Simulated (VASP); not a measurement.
Here is a VASP 6.6.1 calculation.

The input INCAR:

```
PREC = Accurate
ENCUT = 690
EDIFF = 1E-6
ISMEAR = -1
SIGMA = 0.05
LREAL = F
LASPH = T
NELM = 200
ALGO = Normal
ISIF = 2
LWAVE = F
LCHARG = F
ISPIN = 2
MAGMOM = 1
LORBIT = 11
LMAXMIX = 4
GGA = CA
NBANDS = 19
GGA_COMPAT = F
```

The input KPOINTS:

```
Automatic mesh
0
Gamma
  17 17 17
```

Contents of POSCAR:

```
Ni
1.0
   -1.3906335750      1.3906335750      1.3837150000
    1.3906335750     -1.3906335750      1.3837150000
    1.3767964250      1.3767964250     -1.3837150000
Ni
1
Direct
    0.0000000000      0.0000000000      0.0000000000
```

Potentials or basis: VASP PAW LDA potentials, release 64 (Ni_sv_GW).

The run is started by

```sh
$ cat potpaw_LDA.64/Ni_sv_GW/POTCAR > POTCAR
$ mpirun -np 1 vasp_std > vasp.out
```

**Question.** Estimate the net moment.

**Answer.** 0.41 μB per cell.

**Question.** What does it give for the site moments?

**Answer.** Ni +0.43 μB.

**Question.** Predict the pressure.

**Answer.** -11.4 GPa.

Stress tensor (GPa, compression positive):
```
-11.38   1.51   0.00
  1.51 -11.38   0.00
  0.00   0.00 -11.38
```

Caveat: the cell stands under tension.
